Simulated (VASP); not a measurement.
# HgTe (Cmcm) in VASP: settings compared

The runs below take HgTe through single point, with LDA, PBEsol.

Everything below comes from runs of VASP 6.6.1. Logs are shortened: lines on timing, memory, paths and dates and some standing lists are left out, and cuts for length are marked.

### 1 The cell of the first run

The structure is orthorhombic, space group Cmcm (No. 63). The conventional cell has a = 5.899 Å, b = 6.724 Å, c = 5.287 Å, α = 90.00°, β = 90.00°, γ = 90.00°. Within 3.9 Å of Hg (site symmetry m2m) lie 6 Te at 2.94 to 3.70 Å and 2 Hg at 3.16 Å. Te (site symmetry m2m) has 6 Hg at 2.94 to 3.70 Å and 2 Te at 3.58 Å within 3.9 Å.

### 2 Single point, LDA

Contents of INCAR:

```
SYSTEM = HgTe
ALGO = Normal
EDIFF = 1E-6
ENCUT = 520
GGA = CA
ISIF = 2
ISMEAR = 0
LASPH = .TRUE.
LCHARG = .FALSE.
LREAL = .FALSE.
LWAVE = .FALSE.
NBANDS = 26
NELM = 100
PREC = Accurate
SIGMA = 0.1
```

Contents of KPOINTS:

```
k-points
0
G
  4 4 4
  0 0 0
```

Contents of POSCAR:

```
HgTe
1.0
    2.9494076759     -3.3620924701      0.0000000000
    2.9494076759      3.3620924701      0.0000000000
    0.0000000000      0.0000000000      5.2867819913
Hg Te
2 2
Direct
    0.3708548358      0.6291451642      0.7500000000
    0.6291451642      0.3708548358      0.2500000000
    0.8209749346      0.1790250654      0.7500000000
    0.1790250654      0.8209749346      0.2500000000
```

Potentials or basis: VASP PAW LDA potentials, release 64 (Hg, Te).

On the command line:

```
cat potpaw_LDA.64/Hg/POTCAR potpaw_LDA.64/Te/POTCAR > POTCAR
mpirun -np 1 vasp_std > vasp.out
```

OUTCAR:

```text
SYSTEM = HgTe
   EDIFF = 1E-6
   ENCUT = 520
   GGA = CA
   ISIF = 2
   ISMEAR = 0
   LASPH = .TRUE.
   LREAL = .FALSE.
   NELM = 100
   PREC = Accurate

 ion  position               nearest neighbor table
   1  0.371  0.629  0.750-   4 2.94   4 2.94   3 2.97   3 2.97   3 3.03   2 3.16   2 3.16   3 3.70

   2  0.629  0.371  0.250-   3 2.94   3 2.94   4 2.97   4 2.97   4 3.03   1 3.16   1 3.16   4 3.70

   3  0.821  0.179  0.750-   2 2.94   2 2.94   1 2.97   1 2.97   1 3.03   4 3.58   4 3.58   1 3.70

   4  0.179  0.821  0.250-   1 2.94   1 2.94   2 2.97   2 2.97   2 3.03   3 3.58   3 3.58   2 3.70

  LATTYP: Found a base centered orthorhombic cell.
 ALAT       =     5.8988153518
 B/A-ratio  =     1.1399212451
 C/A-ratio  =     0.8962446993

  Lattice vectors:

 A1 = (   2.9494076759,  -3.3620924701,   0.0000000000)
 A2 = (   2.9494076759,   3.3620924701,   0.0000000000)
 A3 = (   0.0000000000,   0.0000000000,   5.2867819913)

Analysis of symmetry for initial positions (statically):
=====================================================================
 Subroutine PRICEL returns:
 Original cell was already a primitive cell.

 Routine SETGRP: Setting up the symmetry group for a
 base centered orthorhombic supercell.

 Subroutine GETGRP returns: Found  8 space group operations
 (whereof  4 operations were pure point group operations)
 out of a pool of  8 trial point group operations.

The static configuration has the point symmetry C_2h.
 The point group associated with its full space group is D_2h.

Analysis of symmetry for dynamics (positions and initial velocities):
=====================================================================
 Subroutine PRICEL returns:
 Original cell was already a primitive cell.

 Routine SETGRP: Setting up the symmetry group for a
 base centered orthorhombic supercell.

 Subroutine GETGRP returns: Found  8 space group operations
 (whereof  4 operations were pure point group operations)
 out of a pool of  8 trial point group operations.

The dynamic configuration has the point symmetry C_2h.
 The point group associated with its full space group is D_2h.

 Subroutine INISYM returns: Found  8 space group operations
 (whereof  4 operations are pure point group operations),
 and found     1 'primitive' translations

----------------------------------------------------------------------------------------

                                     Primitive cell

  volume of cell :     104.8494

  direct lattice vectors                    reciprocal lattice vectors
     2.949407676 -3.362092470  0.000000000     0.169525564 -0.148716909  0.000000000
     2.949407676  3.362092470  0.000000000     0.169525564  0.148716909  0.000000000
     0.000000000  0.000000000  5.286781991     0.000000000  0.000000000  0.189150981

  length of vectors
     4.472434618  4.472434618  5.286781991     0.225511942  0.225511942  0.189150981

  position of ions in fractional coordinates (direct lattice)
     0.370854836  0.629145164  0.750000000
     0.629145164  0.370854836  0.250000000
     0.820974935  0.179025065  0.750000000
     0.179025065  0.820974935  0.250000000

  ion indices of the primitive-cell ions
   primitive index   ion index
                 1           1
                 2           2
                 3           3
                 4           4

----------------------------------------------------------------------------------------

 KPOINTS: k-points

Automatic generation of k-mesh.
 Grid dimensions read from file:
 generate k-points for:    4    4    4

 Generating k-lattice:

  Cartesian coordinates                     Fractional coordinates (reciprocal lattice)
     0.042381391 -0.037179227  0.000000000     0.250000000  0.000000000  0.000000000
     0.042381391  0.037179227  0.000000000     0.000000000  0.250000000  0.000000000
     0.000000000  0.000000000  0.047287745     0.000000000  0.000000000  0.250000000

  Length of vectors
     0.056377985  0.056377985  0.047287745

  Shift w.r.t. Gamma in fractional coordinates (k-lattice)
     0.000000000  0.000000000  0.000000000

 Subroutine IBZKPT returns following result:
 ===========================================

 Found     21 irreducible k-points:

 Following reciprocal coordinates:
            Coordinates               Weight
  0.000000  0.000000  0.000000      1.000000
  0.250000  0.000000  0.000000      4.000000
  0.500000  0.000000  0.000000      2.000000
  0.250000  0.250000  0.000000      2.000000
  0.500000  0.250000  0.000000      4.000000
 -0.250000  0.250000  0.000000      2.000000
[... 13 lines left out ...]
 -0.250000  0.250000  0.500000      2.000000
  0.500000  0.500000  0.500000      1.000000
   k-points           NKPTS =     21   k-points in BZ     NKDIM =     21   number of bands    NBANDS=     26
   number of dos      NEDOS =    301   number of ions     NIONS =      4
   total plane-waves  NPLWV =  51840
   dimension x,y,z NGX =    36 NGY =   36 NGZ =   40
   dimension x,y,z NGXF=    72 NGYF=   72 NGZF=   80
   ions per type =               2   2
   NGX,Y,Z   is equivalent  to a cutoff of  13.38, 13.38, 12.58 a.u.
   NGXF,Y,Z  is equivalent  to a cutoff of  26.76, 26.76, 25.16 a.u.
 SYSTEM =  HgTe
   PREC   = accura    normal or accurate (medium, high low for compatibility)
   ISTART =      0    job   : 0-new  1-cont  2-samecut
   ICHARG =      2    charge: 1-file 2-atom 10-const
   ISPIN  =      1    spin polarized calculation?
   LNONCOLLINEAR =      F non collinear calculations
   LSORBIT =      F    spin-orbit coupling
   LASPH  =      T    aspherical Exc in radial PAW
   ENCUT  =  520.0 eV  38.22 Ry    6.18 a.u.   8.32  8.32  9.83*2*pi/ulx,y,z
   NELM   =    100;   NELMIN=  2; NELMDL= -5     # of ELM steps
   EDIFF  = 0.1E-05   stopping-criterion for ELM
   LREAL  =      F    real-space projection
   EDIFFG = 0.1E-04   stopping-criterion for IOM
   NSW    =      0    number of steps for IOM
   IBRION =     -1    ionic relax: 0-MD 1-quasi-New 2-CG
   NFREE  =      0    steps in history (QN), initial steepest desc. (CG)
   ISIF   =      2    stress and relaxation
   ISYM   =      2    0-nonsym 1-usesym 2-fastsym
   POTIM  = 0.5000    time-step for ionic-motion
   TEBEG  =    0.0;   TEEND  =   0.0 temperature during run
   PSTRESS=    0.0 pullay stress
   NELECT =      36.0000    total number of electrons
   NUPDOWN=      -1.0000    fix difference up-down
   EMIN   =  10.00;   EMAX   =-10.00  energy-range for DOS
   EFERMI =   0.00;   METHOD = LEGACY
   ISMEAR =     0;   SIGMA  =   0.10  broadening in eV -4-tet -1-fermi 0-gaus
   EFERMI_NEDOS =   21; number of points for ismear=-14 and -15
   IALGO  =     38    algorithm
   IMIX   =      4    mixing-type and parameters
     AMIX     =   0.40;   BMIX     =  1.00
     AMIX_MAG =   1.60;   BMIX_MAG =  1.00
  volume/ion in A,a.u.               =      26.21       176.89
  Fermi-wavevector in a.u.,A,eV,Ry     =   1.146358  2.166303 17.879924  1.314137
  Thomas-Fermi vector in A             =   2.283043
   LORBIT       =      0    0 simple, 1 ext, 2 COOP (PROOUT), +10 PAW based schemes
   GGA     = CA    functional components
   LHFCALC =     F    Hartree Fock is set to
   AEXX    =    0.0000 exact exchange contribution
   IVDW    =     0    specifies the selected vdW correction
   LEPSILON=     F    determine dielectric tensor
   LRPA    =     F    only Hartree local field effects (RPA)
 non-spin polarized calculation
 Gauss-broadening in eV      SIGMA  =   0.10
  energy-cutoff  :      520.00
  volume of cell :      104.85
 maximum number of plane-waves:      2864
 NGX is ok and might be reduce to    36
   NGX = 17   NGY = 17   NGZ = 19

 number of electron      36.0000002 magnetization

 Free energy of the ion-electron system (eV)
  ---------------------------------------------------
  ext. energy  EPLUGINS =         0.00000000
  ---------------------------------------------------
  free energy    TOTEN  =        -9.67908362 eV

  energy without entropy =       -9.66921947  energy(sigma->0) =       -9.67415155

 E-fermi :   5.3274     XC(G=0): -10.5340

 val. band max:        5.2767960983   @ k =   0.2500   0.0000   0.2500
 cond. band min:       5.4010105498   @ k =   0.5000   0.2500   0.0000
 fundamental gap:      0.1242144515
 Fermi energy:         5.3274203846

 k-point     1 :       0.0000    0.0000    0.0000
  band No.  band energies     occupation
      1      -7.4875      2.00000
      2      -5.7254      2.00000
      3      -2.2314      2.00000
      4      -2.2011      2.00000
      5      -2.0041      2.00000
      6      -1.8735      2.00000
[... 18 lines left out ...]
     25      12.2916      0.00000
     26      12.5067      0.00000

 k-point     2 :       0.2500    0.0000    0.0000
  band No.  band energies     occupation
      1      -7.1475      2.00000
      2      -5.7583      2.00000
      3      -2.3147      2.00000
      4      -2.2087      2.00000
      5      -2.0669      2.00000
      6      -1.9318      2.00000
[... 18 lines left out ...]
     25      12.0689      0.00000
     26      12.0851      0.00000

 k-point     3 :       0.5000    0.0000    0.0000
  band No.  band energies     occupation
      1      -6.5342      2.00000
      2      -6.0679      2.00000
      3      -2.3156      2.00000
      4      -2.3130      2.00000
      5      -2.1730      2.00000
      6      -2.1320      2.00000
[... 18 lines left out ...]
     25      11.2217      0.00000
     26      11.5200      0.00000

 k-point     4 :       0.2500    0.2500    0.0000
  band No.  band energies     occupation
      1      -6.8085      2.00000
      2      -5.7825      2.00000
      3      -2.2900      2.00000
      4      -2.2706      2.00000
      5      -2.0338      2.00000
      6      -1.9097      2.00000
[... 18 lines left out ...]
     25      11.9141      0.00000
     26      13.1412      0.00000
[... 409 lines left out ...]
      1      -6.0880      2.00000
      2      -6.0880      2.00000
      3      -2.3861      2.00000
      4      -2.3861      2.00000
      5      -2.0378      2.00000
      6      -2.0378      2.00000
[... 18 lines left out ...]
     25      12.4409      0.00000
     26      12.4409      0.00000

 k-point    20 :      -0.2500    0.2500    0.5000
  band No.  band energies     occupation
      1      -6.3028      2.00000
      2      -6.3028      2.00000
      3      -2.3580      2.00000
      4      -2.3580      2.00000
      5      -1.9700      2.00000
      6      -1.9700      2.00000
[... 18 lines left out ...]
     25      12.3239      0.00000
     26      12.3239      0.00000

 k-point    21 :       0.5000    0.5000    0.5000
  band No.  band energies     occupation
      1      -6.0977      2.00000
      2      -6.0977      2.00000
      3      -2.3861      2.00000
      4      -2.3861      2.00000
      5      -1.8476      2.00000
      6      -1.8476      2.00000
[... 18 lines left out ...]
     25      13.5276      0.00000
     26      13.5276      0.00000

------------------------ aborting loop because EDIFF is reached ----------------------------------------

  FORCE on cell =-STRESS in cart. coord.  units (eV):
  Direction    XX          YY          ZZ          XY          YZ          ZX
  --------------------------------------------------------------------------------------
  -------------------------------------------------------------------------------------
  Total        0.3000608      0.2112916      0.2944618      0.0000000      0.0000000      0.0000000
  in kB        4.5851543      3.2286948      4.4995975      0.0000000      0.0000000      0.0000000
  external PRESSURE =       4.1044822 kB  Pullay stress =       0.0000000 kB

 VOLUME and BASIS-vectors are now :
 -----------------------------------------------------------------------------
  energy-cutoff  :      520.00
  volume of cell :      104.85
      direct lattice vectors                 reciprocal lattice vectors
     2.949407676 -3.362092470  0.000000000     0.169525564 -0.148716909  0.000000000
     2.949407676  3.362092470  0.000000000     0.169525564  0.148716909  0.000000000
     0.000000000  0.000000000  5.286781991     0.000000000  0.000000000  0.189150981

 POSITION                                       TOTAL-FORCE (eV/Angst)
 -----------------------------------------------------------------------------------
      2.94941      0.86840      3.96509         0.000000      0.006731      0.000000
      2.94941     -0.86840      1.32170         0.000000     -0.006731      0.000000
      2.94941     -2.15829      3.96509         0.000000     -0.025538     -0.000000
      2.94941      2.15829      1.32170         0.000000      0.025538      0.000000
 -----------------------------------------------------------------------------------
    total drift:                                0.000000     -0.000000     -0.000000

  FREE ENERGIE OF THE ION-ELECTRON SYSTEM (eV)
  ---------------------------------------------------
  free  energy   TOTEN  =        -9.6790836190 eV

  energy  without entropy=       -9.6692194713  energy(sigma->0) =       -9.67415155
```

Run time: 20 s. Hardware: 1 thread of Intel Xeon 6975P-C (Granite Rapids), shared host; peak memory 0.2 GiB.

Results:

```yaml
Free_energy: -9.6791 eV
Pressure: 0.4 GPa
Largest_force: 0.026 eV/Å
Band_gap_on_the_k_mesh: zero (bands 18 and 19 overlap by 1.83 eV)
```

Forces in eV/Å, atoms in the order of the input:
```
Hg   0.000  0.007  0.000
Hg   0.000 -0.007  0.000
Te   0.000 -0.026  0.000
Te   0.000  0.026  0.000
```

Caveat: spin-orbit coupling is left out, which moves the levels of the heavy elements.

### 3 Single point, PBEsol

This run uses another cell than the first one, of 27.08 Å³/atom.

Contents of INCAR:

```
SYSTEM = HgTe
ALGO     = Normal         ! electronic algorithm
EDIFF    = 1E-6           ! SCF threshold, eV
ENCUT    = 520            ! plane-wave cutoff, eV
GGA      = PS             ! functional
ISIF     = 2              ! what is computed and relaxed
ISMEAR   = 0              ! smearing method
LASPH    = .True.         ! aspherical terms in the spheres
LCHARG   = .True.         ! write CHGCAR
LELF     = .True.         ! ELF
LREAL    = .False.        ! projectors in reciprocal space
LVHAR    = .True.       
LWAVE    = .False.        ! write WAVECAR
NBANDS   = 26             ! bands
NELM     = 80             ! most SCF steps
PREC     = Accurate       ! precision mode
SIGMA    = 0.1            ! smearing width, eV
```

Contents of KPOINTS:

```
k-points
0
Gamma
  4 4 4
  0 0 0
```

Contents of POSCAR:

```
HgTe
1.0
    2.9838307844     -3.3898179402      0.0000000000
    2.9838307844      3.3898179402      0.0000000000
    0.0000000000      0.0000000000      5.3537449300
Hg Te
2 2
Direct
    0.3674564406      0.6325435594      0.7500000000
    0.6325435594      0.3674564406      0.2500000000
    0.8189184492      0.1810815508      0.7500000000
    0.1810815508      0.8189184492      0.2500000000
```

Potentials or basis: VASP PAW PBE potentials, release 64 (Hg, Te).

On the command line:

```
cat potpaw_PBE.64/Hg/POTCAR potpaw_PBE.64/Te/POTCAR > POTCAR
mpirun -np 1 vasp_std > vasp.out
```

It took 23 s on 1 thread of Intel Xeon 6975P-C (Granite Rapids), shared host; peak memory 0.23 GiB.

Results (log left out):

```
Free energy            : -8.2941 eV
Pressure               : 0.2 GPa
Largest force          : 0.019 eV/Å
Band gap on the k mesh : zero (bands 18 and 19 overlap by 1.82 eV)
```

Forces on the atoms (eV/Å):
```
Hg   0.000  0.002  0.000
Hg   0.000 -0.002  0.000
Te   0.000 -0.019  0.000
Te   0.000  0.019  0.000
```

Levels at points of the mesh, in eV from the Fermi level:
| k point | band 16 | band 17 | band 18 | band 19 | band 20 | band 21 |
| --- | --- | --- | --- | --- | --- | --- |
| (0.00, 0.00, 0.00) | -2.64 | -1.54 | -0.44 | 0.12 | 0.23 | 4.03 |
| (0.50, 0.00, 0.00) | -2.17 | -1.48 | -0.23 | 1.27 | 1.71 | 2.61 |
| (0.50, 0.50, 0.00) | -2.09 | -1.78 | -1.70 | -1.52 | -0.99 | 2.28 |
| (0.00, 0.00, 0.50) | -2.14 | -2.12 | -2.12 | 1.71 | 1.71 | 4.67 |
| (0.50, 0.00, 0.50) | -1.16 | -0.34 | -0.34 | 1.74 | 1.74 | 3.47 |
| (0.50, 0.50, 0.50) | -4.26 | -3.29 | -3.29 | 2.29 | 2.29 | 6.52 |

Caveat: the PAW data sets were made with another functional, which shifts forces and pressure a little; spin-orbit coupling is left out, which moves the levels of the heavy elements.

The gap in the log of VASP goes by the Fermi energy; the results here count the filled bands.